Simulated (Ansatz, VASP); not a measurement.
**P in VASP and in Ansatz**

```xyz
4
Lattice="1.6602 -5.6356 0.0000 1.6602 5.6356 0.0000 0.0000 0.0000 4.5413" Properties=species:S:1:pos:R:3 pbc="T T T"
P     1.6602    1.0602    2.6608
P     1.6602   -1.0602    1.8805
P     1.6602   -4.5754    4.1512
P     1.6602    4.5754    0.3901
```

Alike in both runs: functional PBE; k mesh 6 × 6 × 4; occupations gaussian, width 0.05 eV; no spin polarisation.

Ansatz relaxed the structure, and its values are those at the end. VASP's run is a single point on that final structure, the one shown.

|  | VASP | Ansatz |
| --- | --- | --- |
| version | VASP 6.6.1 | Ansatz 0.2.0 |
| potentials or method | VASP PAW PBE potentials, release 64 (P), cutoff 520 eV | scalar-relativistic, plane waves, PAW |
| valence electrons in the cell | 20 | 20 |

|  | VASP | Ansatz | Ansatz less VASP |
| --- | --- | --- | --- |
| gap on the k mesh at the Fermi level (eV) | 0.15 | 0.13 | -0.017 |
| least direct gap on the mesh (eV) | 0.15 | 0.13 | -0.017 |
| pressure (GPa) | -0.2 | 0.1 | +0.30 |
| rms of the force components (eV/Å) | 0.023 | 0.009 | -0.0143 |

With one functional, cell and mesh, what is left measures potentials, basis and numerics.
